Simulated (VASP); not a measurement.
Write the native input for VASP 6.6.1 that does the following.

```yaml
Task: single point
Functional: LDA
Potentials_or_basis: VASP PAW LDA potentials, release 64 (Sb)
Cutoff: 520 eV
k_mesh: 9 × 9 × 5
Occupations: fermi-dirac, width 0.05 eV
Spin: no spin polarisation
Dipole_correction: no
Further_INCAR_settings: ALGO = Normal; EDIFF = 1e-06; NBANDS = 12
```

The structure of Sb lies in POSCAR:

```
Sb
1.0
    3.3320180998      0.0000000000      0.0000000000
   -1.6660090499      2.8856123203      0.0000000000
    0.0000000000      0.0000000000      5.4334470562
Sb
2
Direct
    0.6666666667      0.3333333333      0.7500000000
    0.3333333333      0.6666666667      0.2500000000
```

This isn't the form of Sb at room conditions, which is rhombohedral.

These files were run (other wordings do the same):

INCAR

```
SYSTEM = Sb
PREC = Accurate
ENCUT = 520
EDIFF = 1E-6
ISMEAR = -1
SIGMA = 0.05
LREAL = .FALSE.
LASPH = .TRUE.
NELM = 60
ALGO = Normal
ISIF = 2
LWAVE = .FALSE.
LCHARG = .FALSE.
NBANDS = 12
```

KPOINTS

```
regular mesh
0
G
  9 9 5
  0 0 0
```

Potentials or basis: VASP PAW LDA potentials, release 64 (Sb).

The run is started by

```console
$ cat potpaw_LDA.64/Sb/POTCAR > POTCAR
$ mpirun -np 1 vasp_std > vasp.out
```

It gave:

| Item | Value |
| --- | --- |
| Pressure | -1.4 GPa |
| Band gap on the k mesh | zero (bands 5 and 6 overlap by 7.01 eV) |

Caveat: spin-orbit coupling is left out, which moves the levels of the heavy elements.

Run time: 14 s on 1 thread of Intel Xeon 8259CL (shared host), peak memory 0.16 GiB.
